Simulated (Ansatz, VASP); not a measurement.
## BaTiO3 in VASP and in Ansatz

The input POSCAR:

```
BaTiO3
1.0
    3.7953868273      0.0000000000      0.0000000000
    0.0000000000      2.7003528941      2.7768070593
    0.0000000000     -2.7003528941      2.7768070593
Ba Ti O
1 1 3
Direct
    0.0000000000      0.0044061011      0.0044061011
    0.5000000000      0.5135753575      0.5135753575
    0.0000000000      0.4947134013      0.4947134013
    0.5000000000      0.4954342957      0.9880908444
    0.5000000000      0.9880908444      0.4954342957
```

Contents of INCAR.step1:

```
PREC = Accurate
ENCUT = 520
ISMEAR = 0
SIGMA = 0.05
LREAL = F
LASPH = T
NELM = 150
LMAXMIX = 4
LDAU = T
LDAUTYPE = 2
LDAUL = -1 2 -1
LDAUU = 0 4 0
LDAUJ = 0 0 0
NBANDS = 28
GGA = PE
ALGO = Normal
EDIFF = 1E-4
LWAVE = T
LCHARG = F
```

INCAR.step2

```
PREC = Accurate
ENCUT = 520
EDIFF = 1E-6
ISMEAR = 0
SIGMA = 0.05
LREAL = F
LASPH = T
NELM = 150
ALGO = Normal
ISIF = 2
LWAVE = F
LCHARG = F
LMAXMIX = 4
LDAU = T
LDAUTYPE = 2
LDAUL = -1 2 -1
LDAUU = 0 4 0
LDAUJ = 0 0 0
LDAUPRINT = 1
METAGGA = R2SCAN
LMIXTAU = T
NBANDS = 28
ISTART = 1
```

The input KPOINTS:

```
Automatic mesh
0
Gamma
  6 6 6
```

Input for Ansatz:

```yaml
crystal:
  lattice:
    - [3.7953868273, 0.0, 0.0]
    - [0.0, 2.7003528941, 2.7768070593]
    - [0.0, -2.7003528941, 2.7768070593]
  atoms:
    - { symbol: Ba, position: [0.0, 0.0044061011, 0.0044061011] }
    - { symbol: Ti, position: [0.5, 0.5135753575, 0.5135753575] }
    - { symbol: O, position: [0.0, 0.4947134013, 0.4947134013] }
    - { symbol: O, position: [0.5, 0.4954342957, 0.9880908444] }
    - { symbol: O, position: [0.5, 0.9880908444, 0.4954342957] }
basis:
  ecutwfc: 500
kpoints:
  mp_grid: { grid: [6, 6, 6] }
hamiltonian:
  xc: r2scan
  hubbard: { sites: [{ species: Ti, l: d, u_eff: 4.0 }] }
scf:
  occupations: { method: gaussian, width: 0.05 }
output:
  forces: true
  stress: true
  eigenvalues: true
  write_density: true
  write_potential: true
  elf: true
  volumetric_format: npy
```

Change from the starting cell: strain -0.050 along x and y, -0.025 along z, atoms carried along.

Alike in both runs: task single point; functional r2SCAN; k mesh 6 × 6 × 6; occupations gaussian, width 0.05 eV; no spin polarisation; Hubbard terms Ti d U = 4.0 eV.

|  | VASP | Ansatz |
| --- | --- | --- |
| version | VASP 6.6.1 | Ansatz 0.2.0 |
| potentials or method | VASP PAW PBE potentials, release 64 (Ba_sv, Ti_sv, O), cutoff 520 eV | scalar-relativistic, plane waves, PAW |
| valence electrons in the cell | 40 | 40 |

```tsv
	VASP	Ansatz	Ansatz less VASP
gap on the k mesh at the Fermi level (eV)	3.10	3.12	+0.028
least direct gap on the mesh (eV)	3.22	3.21	-0.012
pressure (GPa)	36.1	30.0	-6.05
traceless stress, the component that is largest in VASP (GPa)	-6.22	-5.90	+0.324
rms of the force components (eV/Å)	0.605	0.377	-0.2283
```

VASP's potentials were made for PBE, not for r2SCAN. The programs project onto different local orbitals, so the same U acts differently, and such runs can settle in different states. Atom by atom the forces differ by 0.231 eV/Å (rms over components). The pressures are high and differ by over a tenth, so treat them with care.

Neither program's run includes spin-orbit coupling.
